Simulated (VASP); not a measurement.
Set up this calculation in VASP 6.6.1, as the native input.

- Task: single point
- Functional: HSE06
- Potentials or basis: VASP PAW PBE potentials, release 64 (Na_pv, Cl)
- Cutoff: 520 eV
- k mesh: 4 × 4 × 4
- Occupations: gaussian, width 0.01 eV
- Spin: no spin polarisation
- Dipole correction: no
- Grid for exact exchange (PRECFOCK): Normal
- Further INCAR settings: ALGO = Normal; EDIFF = 1e-06; NBANDS = 14
- Share of exact exchange: 0.25
- Screening parameter: 0.2079 1/Å

NaCl:

```
Na Cl
1.0
     0.00000    3.08727    3.08727
     3.08727    0.00000    3.08727
     3.08727    3.08727    0.00000
Na Cl
1 1
Cartesian
  0.0000 0.0000 0.0000
  1.5436 1.5436 1.5436
```

One way to write it, as run:

POSCAR

```
NaCl
1.0
    0.0000000000      3.0872727782      3.0872727782
    3.0872727782      0.0000000000      3.0872727782
    3.0872727782      3.0872727782      0.0000000000
Na Cl
1 1
Direct
    0.0000000000      0.0000000000      0.0000000000
    0.2500000000      0.2500000000      0.2500000000
```

INCAR.step1

```
ALGO = Normal
EDIFF = 1E-5
ENCUT = 520
GGA = PE
ISIF = 2
ISMEAR = 0
LASPH = T
LCHARG = F
LREAL = F
LWAVE = T
NBANDS = 14
NELM = 100
PREC = Accurate
SIGMA = 0.01
```

INCAR.step2

```
ALGO = Normal
EDIFF = 1E-6
ENCUT = 520
GGA = PE
HFSCREEN = 0.2079
ISIF = 2
ISMEAR = 0
ISTART = 1
LASPH = T
LCHARG = F
LHFCALC = T
LREAL = F
LWAVE = F
NBANDS = 14
NELM = 100
PREC = Accurate
PRECFOCK = Normal
SIGMA = 0.01
```

KPOINTS

```
k-points
0
Gamma
  4 4 4
```

Potentials or basis: VASP PAW PBE potentials, release 64 (Na_pv, Cl).

Launch:

```bash
$ cat potpaw_PBE.64/Na_pv/POTCAR potpaw_PBE.64/Cl/POTCAR > POTCAR
$ cp INCAR.step1 INCAR
$ mpirun -np 1 vasp_std > vasp.out
$ cp INCAR.step2 INCAR
$ mpirun -np 1 vasp_std > vasp.out
```

It gave:

```yaml
Pressure: 0.4 GPa
Band_gap_on_the_k_mesh: 6.24 eV
```

Caveat: the k points lie up to 0.44 Å⁻¹ apart; the structure was generated, so it needn't be the stable form of NaCl; the PAW data sets were made with another functional, which shifts forces and pressure a little.

Wall time 5.9 min on 1 thread of Oxide Virtual Turin-like Processor (shared host), peak memory 0.24 GiB.
